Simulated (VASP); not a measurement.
# KBr (I4/mmm) in VASP: further runs

The runs below take KBr through single point, with PBEsol.

Everything below comes from runs of VASP 6.6.1. Logs are shortened: lines on timing, memory, paths and dates and some standing lists are left out, and cuts for length are marked.

**1. The cell of the first run**

Symmetry: I4/mmm, No. 139, tetragonal system. The conventional cell has a = 5.029 Å, b = 5.029 Å, c = 6.585 Å, α = 90.00°, β = 90.00°, γ = 90.00°. Within 4.3 Å of K (site symmetry 4/mmm) lie 6 Br at 3.29 to 3.56 Å. Within 4.3 Å of Br (site symmetry 4/mmm) lie 6 K at 3.29 to 3.56 Å.

**2. Single point, PBEsol (strain +0.080 along x and y, +0.000 along z)**

Input file INCAR:

```
PREC = Accurate
ENCUT = 520
EDIFF = 1E-7
ISMEAR = 0
SIGMA = 0.05
LREAL = False
LASPH = True
NELM = 60
ALGO = Normal
ISIF = 2
LWAVE = False
LCHARG = True
GGA = PS
LELF = True
LVHAR = True
NBANDS = 15
```

Input file KPOINTS:

```
regular mesh
0
Gamma
  6 6 6
```

Input file POSCAR:

```
KBr
1.0
    0.0000000000      3.5559000000      3.2925000000
    3.5559000000      0.0000000000      3.2925000000
    3.5559000000      3.5559000000      0.0000000000
K Br
1 1
Direct
    0.0000000000      0.0000000000      0.0000000000
    0.5000000000      0.5000000000      0.5000000000
```

Potentials or basis: VASP PAW PBE potentials, release 64 (K_sv, Br).

The run is started by

```console
> cat potpaw_PBE.64/K_sv/POTCAR potpaw_PBE.64/Br/POTCAR > POTCAR
> mpirun -np 1 vasp_std > vasp.out
```

OUTCAR:

```text
PREC = Accurate
   ENCUT = 520
   EDIFF = 1E-7
   ISMEAR = 0
   LREAL = False
   LASPH = True
   NELM = 60
   ISIF = 2
   GGA = PS

 ion  position               nearest neighbor table
   1  0.000  0.000  0.000-   2 3.29   2 3.29
   2  0.500  0.500  0.500-   1 3.29   1 3.29

  LATTYP: Found a body centered tetragonal cell.
 ALAT       =     5.0288020064
 C/A-ratio  =     1.3094570022

  Lattice vectors:

 A1 = (   0.0000000000,  -3.5559000000,  -3.2925000000)
 A2 = (   0.0000000000,   3.5559000000,  -3.2925000000)
 A3 = (   3.5559000000,   0.0000000000,   3.2925000000)

Analysis of symmetry for initial positions (statically):
=====================================================================
 Subroutine PRICEL returns:
 Original cell was already a primitive cell.

 Routine SETGRP: Setting up the symmetry group for a
 body centered tetragonal supercell.

 Subroutine GETGRP returns: Found 16 space group operations
 (whereof 16 operations were pure point group operations)
 out of a pool of 16 trial point group operations.

The static configuration has the point symmetry D_4h.

Analysis of symmetry for dynamics (positions and initial velocities):
=====================================================================
 Subroutine PRICEL returns:
 Original cell was already a primitive cell.

 Routine SETGRP: Setting up the symmetry group for a
 body centered tetragonal supercell.

 Subroutine GETGRP returns: Found 16 space group operations
 (whereof 16 operations were pure point group operations)
 out of a pool of 16 trial point group operations.

The dynamic configuration has the point symmetry D_4h.

 Subroutine INISYM returns: Found 16 space group operations
 (whereof 16 operations are pure point group operations),
 and found     1 'primitive' translations

----------------------------------------------------------------------------------------

                                     Primitive cell

  volume of cell :      83.2635

  direct lattice vectors                    reciprocal lattice vectors
     0.000000000  3.555900000  3.292500000    -0.140611378  0.140611378  0.151860289
     3.555900000  0.000000000  3.292500000     0.140611378 -0.140611378  0.151860289
     3.555900000  3.555900000  0.000000000     0.140611378  0.140611378 -0.151860289

  length of vectors
     4.846130524  4.846130524  5.028802006     0.250209246  0.250209246  0.250209246

  position of ions in fractional coordinates (direct lattice)
     0.000000000  0.000000000  0.000000000
     0.500000000  0.500000000  0.500000000

  ion indices of the primitive-cell ions
   primitive index   ion index
                 1           1
                 2           2

----------------------------------------------------------------------------------------

 KPOINTS: regular mesh

Automatic generation of k-mesh.
 Grid dimensions read from file:
 generate k-points for:    6    6    6

 Generating k-lattice:

  Cartesian coordinates                     Fractional coordinates (reciprocal lattice)
    -0.023435230  0.023435230  0.025310048     0.166666667 -0.000000000  0.000000000
     0.023435230 -0.023435230  0.025310048    -0.000000000  0.166666667  0.000000000
     0.023435230  0.023435230 -0.025310048     0.000000000  0.000000000  0.166666667

  Length of vectors
     0.041701541  0.041701541  0.041701541

  Shift w.r.t. Gamma in fractional coordinates (k-lattice)
     0.000000000  0.000000000  0.000000000

 Subroutine IBZKPT returns following result:
 ===========================================

 Found     30 irreducible k-points:

 Following reciprocal coordinates:
            Coordinates               Weight
  0.000000  0.000000  0.000000      1.000000
  0.166667 -0.000000  0.000000      8.000000
  0.333333  0.000000  0.000000      8.000000
  0.500000 -0.000000  0.000000      4.000000
  0.166667  0.166667  0.000000      2.000000
  0.333333  0.166667  0.000000      8.000000
[... 16 lines left out ...]
  0.333333  0.000000  0.333333      4.000000
  0.500000 -0.000000  0.333333     16.000000
 [... further k-points ...]
   k-points           NKPTS =     30   k-points in BZ     NKDIM =     30   number of bands    NBANDS=     15
   number of dos      NEDOS =    301   number of ions     NIONS =      2
   total plane-waves  NPLWV =  51840
   dimension x,y,z NGX =    36 NGY =   36 NGZ =   40
   dimension x,y,z NGXF=    72 NGYF=   72 NGZF=   80
   ions per type =               1   1
   NGX,Y,Z   is equivalent  to a cutoff of  12.35, 12.35, 13.22 a.u.
   NGXF,Y,Z  is equivalent  to a cutoff of  24.70, 24.70, 26.45 a.u.
 SYSTEM =  unknown system
   PREC   = accura    normal or accurate (medium, high low for compatibility)
   ISTART =      0    job   : 0-new  1-cont  2-samecut
   ICHARG =      2    charge: 1-file 2-atom 10-const
   ISPIN  =      1    spin polarized calculation?
   LNONCOLLINEAR =      F non collinear calculations
   LSORBIT =      F    spin-orbit coupling
   LASPH  =      T    aspherical Exc in radial PAW
   ENCUT  =  520.0 eV  38.22 Ry    6.18 a.u.   9.01  9.01  9.35*2*pi/ulx,y,z
   NELM   =     60;   NELMIN=  2; NELMDL= -5     # of ELM steps
   EDIFF  = 0.1E-06   stopping-criterion for ELM
   LREAL  =      F    real-space projection
   EDIFFG = 0.1E-05   stopping-criterion for IOM
   NSW    =      0    number of steps for IOM
   IBRION =     -1    ionic relax: 0-MD 1-quasi-New 2-CG
   NFREE  =      0    steps in history (QN), initial steepest desc. (CG)
   ISIF   =      2    stress and relaxation
   ISYM   =      2    0-nonsym 1-usesym 2-fastsym
   POTIM  = 0.5000    time-step for ionic-motion
   TEBEG  =    0.0;   TEEND  =   0.0 temperature during run
   PSTRESS=    0.0 pullay stress
   NELECT =      16.0000    total number of electrons
   NUPDOWN=      -1.0000    fix difference up-down
   EMIN   =  10.00;   EMAX   =-10.00  energy-range for DOS
   EFERMI =   0.00;   METHOD = LEGACY
   ISMEAR =     0;   SIGMA  =   0.05  broadening in eV -4-tet -1-fermi 0-gaus
   EFERMI_NEDOS =   21; number of points for ismear=-14 and -15
   IALGO  =     38    algorithm
   IMIX   =      4    mixing-type and parameters
     AMIX     =   0.40;   BMIX     =  1.00
     AMIX_MAG =   1.60;   BMIX_MAG =  1.00
  volume/ion in A,a.u.               =      41.63       280.95
  Fermi-wavevector in a.u.,A,eV,Ry     =   0.944706  1.785235 12.142776  0.892469
  Thomas-Fermi vector in A             =   2.072536
   LORBIT       =      0    0 simple, 1 ext, 2 COOP (PROOUT), +10 PAW based schemes
   GGA     = PS    functional components
   LHFCALC =     F    Hartree Fock is set to
   AEXX    =    0.0000 exact exchange contribution
   IVDW    =     0    specifies the selected vdW correction
   LEPSILON=     F    determine dielectric tensor
   LRPA    =     F    only Hartree local field effects (RPA)
 non-spin polarized calculation
 Gauss-broadening in eV      SIGMA  =   0.05
  energy-cutoff  :      520.00
  volume of cell :       83.26
 maximum number of plane-waves:      2312
   NGX = 19   NGY = 19   NGZ = 19

 number of electron      15.9999998 magnetization

 Free energy of the ion-electron system (eV)
  ---------------------------------------------------
  ext. energy  EPLUGINS =         0.00000000
  ---------------------------------------------------
  free energy    TOTEN  =        -6.36863482 eV

  energy without entropy =       -6.36863482  energy(sigma->0) =       -6.36863482

 E-fermi :  -2.0723     XC(G=0):  -6.9345

 val. band max:       -2.3341948086   @ k =   0.0000   0.0000   0.0000
 cond. band min:       1.6249894874   @ k =   0.0000   0.0000   0.0000
 fundamental gap:      3.9591842960
 Fermi energy:        -2.0723058876

 k-point     1 :       0.0000    0.0000    0.0000
  band No.  band energies     occupation
      1     -30.2769      2.00000
      2     -14.4904      2.00000
      3     -13.8123      2.00000
      4     -13.8123      2.00000
      5     -13.8044      2.00000
      6      -2.3387      2.00000
      7      -2.3342      2.00000
      8      -2.3342      2.00000
      9       1.6250      0.00000
     10       5.0202      0.00000
     11       5.0202      0.00000
     12       5.4535      0.00000
     13       5.7306      0.00000
     14       6.0730      0.00000
     15       8.7229      0.00000

 k-point     2 :       0.1667   -0.0000    0.0000
  band No.  band energies     occupation
      1     -30.2763      2.00000
      2     -14.5381      2.00000
      3     -13.8144      2.00000
      4     -13.8103      2.00000
      5     -13.7464      2.00000
      6      -2.6280      2.00000
      7      -2.4005      2.00000
      8      -2.3982      2.00000
      9       2.1946      0.00000
     10       4.9545      0.00000
     11       5.3139      0.00000
     12       5.5976      0.00000
     13       6.0001      0.00000
     14       6.3787      0.00000
     15       9.4701      0.00000

 k-point     3 :       0.3333    0.0000    0.0000
  band No.  band energies     occupation
      1     -30.2750      2.00000
      2     -14.6163      2.00000
      3     -13.8185      2.00000
      4     -13.8112      2.00000
      5     -13.6422      2.00000
      6      -3.0901      2.00000
      7      -2.5223      2.00000
      8      -2.5196      2.00000
      9       3.2927      0.00000
     10       4.9716      0.00000
     11       6.0711      0.00000
     12       6.2973      0.00000
     13       6.6870      0.00000
     14       7.1500      0.00000
     15       8.2269      0.00000
[... 343 lines left out ...]
 k-point    23 :       0.3333    0.0000    0.3333
  band No.  band energies     occupation
      1     -30.2746      2.00000
      2     -14.4848      2.00000
      3     -13.8219      2.00000
      4     -13.8215      2.00000
      5     -13.8003      2.00000
      6      -2.9785      2.00000
      7      -2.5267      2.00000
      8      -2.4751      2.00000
      9       3.5683      0.00000
     10       3.8534      0.00000
     11       6.3341      0.00000
     12       6.5074      0.00000
     13       6.9917      0.00000
     14       7.1913      0.00000
     15       7.6320      0.00000

 k-point    24 :       0.5000   -0.0000    0.3333
  band No.  band energies     occupation
      1     -30.2740      2.00000
      2     -14.4982      2.00000
      3     -13.8471      2.00000
      4     -13.8229      2.00000
      5     -13.7594      2.00000
      6      -2.9991      2.00000
      7      -2.6838      2.00000
      8      -2.5464      2.00000
      9       3.9287      0.00000
     10       4.4274      0.00000
     11       5.8685      0.00000
     12       6.7446      0.00000
     13       6.8990      0.00000
     14       7.6421      0.00000
     15       7.9040      0.00000

 [... further k-points ...]
[... 5 lines left out ...]
  --------------------------------------------------------------------------------------
  -------------------------------------------------------------------------------------
  Total       -0.9730596     -0.9730596     -0.4336897      0.0000000     -0.0000000     -0.0000000
  in kB      -18.7238498    -18.7238498     -8.3451638      0.0000000     -0.0000000     -0.0000000
  external PRESSURE =     -15.2642878 kB  Pullay stress =       0.0000000 kB

 VOLUME and BASIS-vectors are now :
 -----------------------------------------------------------------------------
  energy-cutoff  :      520.00
  volume of cell :       83.26
      direct lattice vectors                 reciprocal lattice vectors
     0.000000000  3.555900000  3.292500000    -0.140611378  0.140611378  0.151860289
     3.555900000  0.000000000  3.292500000     0.140611378 -0.140611378  0.151860289
     3.555900000  3.555900000  0.000000000     0.140611378  0.140611378 -0.151860289

 POSITION                                       TOTAL-FORCE (eV/Angst)
 -----------------------------------------------------------------------------------
      0.00000      0.00000      0.00000         0.000000     -0.000000      0.000000
      3.55590      3.55590      3.29250        -0.000000      0.000000      0.000000
 -----------------------------------------------------------------------------------
    total drift:                                0.000000      0.000000      0.000000

  FREE ENERGIE OF THE ION-ELECTRON SYSTEM (eV)
  ---------------------------------------------------
  free  energy   TOTEN  =        -6.3686348172 eV

  energy  without entropy=       -6.3686348172  energy(sigma->0) =       -6.36863482
```

Wall time 24 s (1 thread of Intel Xeon Platinum 8488C (Sapphire Rapids), shared host); peak memory 0.23 GiB.

What came out:

* Free energy: -6.3686 eV
* Pressure: -1.5 GPa
* Band gap on the k mesh: 3.96 eV, direct

Caveat: the cell differs from its parent crystal (strain +0.080 along x and y, +0.000 along z); the PAW data sets were made with another functional, which shifts forces and pressure a little.

**3. Single point, PBEsol (strain +0.080 along x and y, +0.040 along z)**

Input file INCAR:

```
ALGO = Normal ; EDIFF = 1E-7
ENCUT = 520 ; GGA = PS
ISIF = 2 ; ISMEAR = 0
LASPH = True ; LCHARG = False
LREAL = False ; LWAVE = False
NBANDS = 15 ; NELM = 80
PREC = Accurate ; SIGMA = 0.05
```

Input file KPOINTS:

```
k-points
0
Gamma
  6 6 6
```

Input file POSCAR:

```
KBr
1.0
    0.0000000000      3.5559000000      3.4242000000
    3.5559000000      0.0000000000      3.4242000000
    3.5559000000      3.5559000000      0.0000000000
K Br
1 1
Direct
    0.0000000000      0.0000000000      0.0000000000
    0.5000000000      0.5000000000      0.5000000000
```

Potentials or basis: VASP PAW PBE potentials, release 64 (K_sv, Br).

The run is started by

```console
> cat potpaw_PBE.64/K_sv/POTCAR potpaw_PBE.64/Br/POTCAR > POTCAR
> mpirun -np 1 vasp_std > vasp.out
```

It took 32 s on 1 thread of Intel Xeon Platinum 8488C (Sapphire Rapids), shared host; peak memory 0.25 GiB.

It converged, with:

- Free energy: -6.3419 eV
- Pressure: -1.9 GPa
- Band gap on the k mesh: 3.88 eV, direct

Stress tensor (GPa, compression positive):
```
-1.97  0.00  0.00
 0.00 -1.97  0.00
 0.00  0.00 -1.67
```

Levels at points of the mesh, in eV from the valence-band top:
```csv
k point,band 6,band 7,band 8,band 9,band 10,band 11
"(0.00, 0.00, 0.00)",-0.01,0.00,0.00,3.88,7.39,7.39
"(0.50, 0.00, 0.00)",-0.88,-0.22,-0.22,6.07,7.41,9.19
"(0.50, 0.50, 0.00)",-0.63,-0.25,-0.25,5.88,6.53,8.55
"(0.50, 0.00, 0.50)",-0.65,-0.24,-0.20,5.93,6.45,8.33
```

Caveat: the cell differs from its parent crystal (strain +0.080 along x and y, +0.040 along z); the PAW data sets were made with another functional, which shifts forces and pressure a little.
